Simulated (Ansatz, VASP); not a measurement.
# KF: VASP beside Ansatz

The input INCAR:

```
SYSTEM = KF
ALGO = Normal
EDIFF = 1E-6
ENCUT = 600
GGA = PE
GGA_COMPAT = .False.
ISIF = 2
ISMEAR = 0
LASPH = .True.
LCHARG = .True.
LELF = .True.
LREAL = .False.
LVHAR = .True.
LWAVE = .False.
NBANDS = 15
NELM = 120
PREC = Accurate
SIGMA = 0.1
```

The input KPOINTS:

```
k-points
0
Gamma
  6 6 6
  0 0 0
```

POSCAR

```
KF
1.0
    0.0000000000      2.6896053000      2.6896053000
    2.6896053000      0.0000000000      2.6896053000
    2.6896053000      2.6896053000      0.0000000000
K F
1 1
Direct
    0.0000000000      0.0000000000      0.0000000000
    0.5000000000      0.5000000000      0.5000000000
```

Input for Ansatz:

```yaml
crystal:
  lattice:
    - [0.0, 2.6896053, 2.6896053]
    - [2.6896053, 0.0, 2.6896053]
    - [2.6896053, 2.6896053, 0.0]
  atoms:
    - { symbol: K, position: [0.0, 0.0, 0.0] }
    - { symbol: F, position: [0.5, 0.5, 0.5] }
basis:
  ecutwfc: 420
kpoints:
  mp_grid: { grid: [6, 6, 6] }
hamiltonian:
  xc: pbe
scf:
  occupations: { method: gaussian, width: 0.1 }
  lower_state_search: "off"
output:
  forces: true
  stress: true
  eigenvalues: true
```

Change from the starting cell: species swapped into the TmN type (Fm-3m, No. 225).

Alike in both runs: task single point; functional PBE; k mesh 6 × 6 × 6; occupations gaussian, width 0.1 eV; no spin polarisation.

|  | VASP | Ansatz |
| --- | --- | --- |
| version | VASP 6.6.1 | Ansatz 0.2.0 |
| potentials or method | VASP PAW PBE potentials, release 64 (K_sv, F), cutoff 600 eV | scalar-relativistic, plane waves, PAW |
| valence electrons in the cell | 16 | 16 |

Ansatz gave:

```
gap on the k mesh at the Fermi level (eV) : 6.08
least direct gap on the mesh (eV)         : 6.08
pressure (GPa)                            : 0.7
```

Estimate VASP's values.

gap on the k mesh at the Fermi level (eV): 6.06; least direct gap on the mesh (eV): 6.06; pressure (GPa): 0.7.
